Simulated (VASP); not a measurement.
# SnSe in VASP: single point with PBE

Aim: the single point of SnSe with PBE.

Everything below comes from runs of VASP 6.6.1. Logs are shortened: lines on timing, memory, paths and dates and some standing lists are left out, and cuts for length are marked.

## 1. The cell of the first run

The cell holds a slab with vacuum, 4 atoms: a = 4.190 Å, b = 4.460 Å, c = 16.054 Å, α = 90.00°, β = 90.00°, γ = 90.00°.

## 2. Single point, PBE

Contents of INCAR:

```
SYSTEM = SnSe
ALGO = Normal
EDIFF = 1E-6
ENCUT = 520
GGA = PE
ISIF = 2
ISMEAR = 0
LASPH = .True.
LCHARG = .True.
LELF = .True.
LREAL = .False.
LVHAR = .True.
LWAVE = .False.
NBANDS = 28
NELM = 100
PREC = Accurate
SIGMA = 0.05
```

Contents of KPOINTS:

```
k-points
0
Gamma
  16 16 1
  0 0 0
```

Contents of POSCAR:

```
SnSe
1.0
    4.1900000000      0.0000000000      0.0000000000
    0.0000000000      4.4600000000      0.0000000000
    0.0000000000      0.0000000000     16.0544800000
Sn Se
2 2
Direct
    0.2500000000      0.1030000000      0.5951285900
    0.7500000000      0.6030000000      0.4048714100
    0.7500000000      0.5210000000      0.5756704700
    0.2500000000      0.0210000000      0.4243295300
```

Potentials or basis: VASP PAW PBE potentials, release 64 (Sn_d, Se).

On the command line:

```
$ cat potpaw_PBE.64/Sn_d/POTCAR potpaw_PBE.64/Se/POTCAR > POTCAR
$ mpirun -np 1 vasp_std > vasp.out
```

OUTCAR:

```text
SYSTEM = SnSe
   EDIFF = 1E-6
   ENCUT = 520
   GGA = PE
   ISIF = 2
   ISMEAR = 0
   LASPH = .True.
   LREAL = .False.
   NELM = 100
   PREC = Accurate

 ion  position               nearest neighbor table
   1  0.250  0.103  0.595-   4 2.77   3 2.82   3 2.82
   2  0.750  0.603  0.405-   3 2.77   4 2.82   4 2.82
   3  0.750  0.521  0.576-   2 2.77   1 2.82   1 2.82
   4  0.250  0.021  0.424-   1 2.77   2 2.82   2 2.82

  LATTYP: Found a simple orthorhombic cell.
 ALAT       =     4.1900000000
 B/A-ratio  =     1.0644391408
 C/A-ratio  =     3.8316181384

  Lattice vectors:

 A1 = (   4.1900000000,   0.0000000000,   0.0000000000)
 A2 = (   0.0000000000,   4.4600000000,   0.0000000000)
 A3 = (   0.0000000000,   0.0000000000,  16.0544800000)

Analysis of symmetry for initial positions (statically):
=====================================================================
 Subroutine PRICEL returns:
 Original cell was already a primitive cell.

 Routine SETGRP: Setting up the symmetry group for a
 simple orthorhombic supercell.

 Subroutine GETGRP returns: Found  4 space group operations
 (whereof  1 operations were pure point group operations)
 out of a pool of  8 trial point group operations.

The static configuration has the point symmetry C_1 .
 The point group associated with its full space group is C_2v.

Analysis of symmetry for dynamics (positions and initial velocities):
=====================================================================
 Subroutine PRICEL returns:
 Original cell was already a primitive cell.

 Routine SETGRP: Setting up the symmetry group for a
 simple orthorhombic supercell.

 Subroutine GETGRP returns: Found  4 space group operations
 (whereof  1 operations were pure point group operations)
 out of a pool of  8 trial point group operations.

The dynamic configuration has the point symmetry C_1 .
 The point group associated with its full space group is C_2v.

 Subroutine INISYM returns: Found  4 space group operations
 (whereof  1 operations are pure point group operations),
 and found     1 'primitive' translations

----------------------------------------------------------------------------------------

                                     Primitive cell

  volume of cell :     300.0165

[... 88 lines left out ...]
   LSORBIT =      F    spin-orbit coupling
   LASPH  =      T    aspherical Exc in radial PAW
   ENCUT  =  520.0 eV  38.22 Ry    6.18 a.u.   7.79  8.29 29.85*2*pi/ulx,y,z
   NELM   =    100;   NELMIN=  2; NELMDL= -5     # of ELM steps
   EDIFF  = 0.1E-05   stopping-criterion for ELM
   LREAL  =      F    real-space projection
   EDIFFG = 0.1E-04   stopping-criterion for IOM
   NSW    =      0    number of steps for IOM
   IBRION =     -1    ionic relax: 0-MD 1-quasi-New 2-CG
   NFREE  =      0    steps in history (QN), initial steepest desc. (CG)
   ISIF   =      2    stress and relaxation
   ISYM   =      2    0-nonsym 1-usesym 2-fastsym
   POTIM  = 0.5000    time-step for ionic-motion
   TEBEG  =    0.0;   TEEND  =   0.0 temperature during run
   PSTRESS=    0.0 pullay stress
   NELECT =      40.0000    total number of electrons
   NUPDOWN=      -1.0000    fix difference up-down
   EMIN   =  10.00;   EMAX   =-10.00  energy-range for DOS
   EFERMI =   0.00;   METHOD = LEGACY
   ISMEAR =     0;   SIGMA  =   0.05  broadening in eV -4-tet -1-fermi 0-gaus
   EFERMI_NEDOS =   21; number of points for ismear=-14 and -15
   IALGO  =     38    algorithm
   IMIX   =      4    mixing-type and parameters
     AMIX     =   0.40;   BMIX     =  1.00
     AMIX_MAG =   1.60;   BMIX_MAG =  1.00
  volume/ion in A,a.u.               =      75.00       506.15
  Fermi-wavevector in a.u.,A,eV,Ry     =   0.836334  1.580442  9.516659  0.699455
  Thomas-Fermi vector in A             =   1.950041
   LORBIT       =      0    0 simple, 1 ext, 2 COOP (PROOUT), +10 PAW based schemes
   GGA     = PE    functional components
   LHFCALC =     F    Hartree Fock is set to
   AEXX    =    0.0000 exact exchange contribution
   IVDW    =     0    specifies the selected vdW correction
   LEPSILON=     F    determine dielectric tensor
   LRPA    =     F    only Hartree local field effects (RPA)
 non-spin polarized calculation
 Gauss-broadening in eV      SIGMA  =   0.05
  energy-cutoff  :      520.00
  volume of cell :      300.02
 maximum number of plane-waves:      8101
 NGX is ok and might be reduce to    32
   NGX = 15   NGY = 17   NGZ = 59

 number of electron      40.0000000 magnetization

 Free energy of the ion-electron system (eV)
  ---------------------------------------------------
  ext. energy  EPLUGINS =         0.00000000
  ---------------------------------------------------
  free energy    TOTEN  =       -16.22079603 eV

  energy without entropy =      -16.22079603  energy(sigma->0) =      -16.22079603

 E-fermi :  -0.6767     XC(G=0):  -4.2324

 val. band max:       -0.9375002489   @ k =   0.0000   0.3750   0.0000
 cond. band min:       0.2655321384   @ k =   0.4375   0.0000   0.0000
 fundamental gap:      1.2030323873
 Fermi energy:        -0.6766562807

 k-point     1 :       0.0000    0.0000    0.0000
  band No.  band energies     occupation
      1     -22.1160      2.00000
      2     -22.1076      2.00000
      3     -22.1048      2.00000
      4     -22.1018      2.00000
      5     -22.0900      2.00000
      6     -22.0744      2.00000
[... 733 lines left out ...]
     27       4.0418      0.00000
     28       4.6319      0.00000

 [... further k-points ...]

------------------------ aborting loop because EDIFF is reached ----------------------------------------

  FORCE on cell =-STRESS in cart. coord.  units (eV):
  Direction    XX          YY          ZZ          XY          YZ          ZX
  --------------------------------------------------------------------------------------
  -------------------------------------------------------------------------------------
  Total        0.8111004      0.7222899     -0.7502344      0.0000000      0.0000000      0.0000000
  in kB        4.3315176      3.8572433     -4.0064752      0.0000000      0.0000000      0.0000000
  external PRESSURE =       1.3940952 kB  Pullay stress =       0.0000000 kB

 VOLUME and BASIS-vectors are now :
 -----------------------------------------------------------------------------
  energy-cutoff  :      520.00
  volume of cell :      300.02
      direct lattice vectors                 reciprocal lattice vectors
     4.190000000  0.000000000  0.000000000     0.238663484  0.000000000  0.000000000
     0.000000000  4.460000000  0.000000000     0.000000000  0.224215247  0.000000000
     0.000000000  0.000000000 16.054480000     0.000000000  0.000000000  0.062287910

 POSITION                                       TOTAL-FORCE (eV/Angst)
 -----------------------------------------------------------------------------------
      1.04750      0.45938      9.55448        -0.000000     -0.108271     -0.192235
      3.14250      2.68938      6.50000         0.000000     -0.108271      0.192235
      3.14250      2.32366      9.24209         0.000000      0.108271     -0.056007
      1.04750      0.09366      6.81239         0.000000      0.108271      0.056007
 -----------------------------------------------------------------------------------
    total drift:                                0.000000      0.000098      0.000002

  FREE ENERGIE OF THE ION-ELECTRON SYSTEM (eV)
  ---------------------------------------------------
  free  energy   TOTEN  =       -16.2207960280 eV

  energy  without entropy=      -16.2207960280  energy(sigma->0) =      -16.22079603
```

Run time: 15 min. Hardware: 1 thread of Intel Xeon 8259CL, shared host; peak memory 0.76 GiB.

Results:

```
Free energy            : -16.2208 eV
Largest force          : 0.221 eV/Å
Band gap on the k mesh : 1.20 eV (least direct gap 1.29 eV)
```

Forces on the atoms (eV/Å):
```
Sn   0.000 -0.108 -0.192
Sn   0.000 -0.108  0.192
Se   0.000  0.108 -0.056
Se   0.000  0.108  0.056
```

Levels at points of the mesh, in eV from the valence-band top:
```tsv
k point	band 17	band 18	band 19	band 20	band 21	band 22	band 23	band 24
(0.00, 0.00, 0.00)	-2.82	-1.66	-1.63	-0.13	1.22	3.14	3.49	3.70
(0.50, 0.00, 0.00)	-1.71	-1.71	-0.66	-0.66	1.47	1.47	2.37	2.37
(0.00, 0.50, 0.00)	-1.67	-1.67	-0.36	-0.36	1.63	1.63	2.66	2.66
(0.50, 0.50, 0.00)	-3.22	-3.22	-1.52	-1.52	3.04	3.04	4.55	4.55
```

Caveat: there is no dipole correction, which matters where the two faces differ; spin-orbit coupling is left out, which moves the levels of the heavy elements.
